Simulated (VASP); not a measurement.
A run of VASP 6.6.1:

Contents of INCAR:

```
SYSTEM = Si
PREC = Accurate
ENCUT = 520
EDIFF = 1E-7
ISMEAR = 0
SIGMA = 0.05
LREAL = .False.
LASPH = .True.
NELM = 80
ALGO = Normal
ISIF = 2
LWAVE = .False.
LCHARG = .False.
GGA = PE
NBANDS = 11
```

KPOINTS

```
regular mesh
0
Gamma
  8 8 8
  0 0 0
```

File POSCAR:

```
Si
1.0
    0.0000000000      2.9056831912      2.5433274050
    2.7552713554      0.0000000000      2.5433274050
    2.7552713554      2.9056831912      0.0000000000
Si
2
Direct
    0.5000000000      0.5000000000      0.5000000000
    0.7500000000      0.7500000000      0.7500000000
```

Potentials or basis: VASP PAW PBE potentials, release 64 (Si).

Launch:

```bash
$ cat potpaw_PBE.64/Si/POTCAR > POTCAR
$ mpirun -np 1 vasp_std > vasp.out
```

Hardware: 1 thread of AMD EPYC 7R43 64-Core Processor (Zen 3), with other jobs on the host.

Question: How long does it take, and how much memory?

Answer: Wall time 48 s on 1 thread of AMD EPYC 7R43 64-Core Processor (Zen 3), on a shared host, peak memory 0.13 GiB. Counts: scf iterations 12, k points 95.
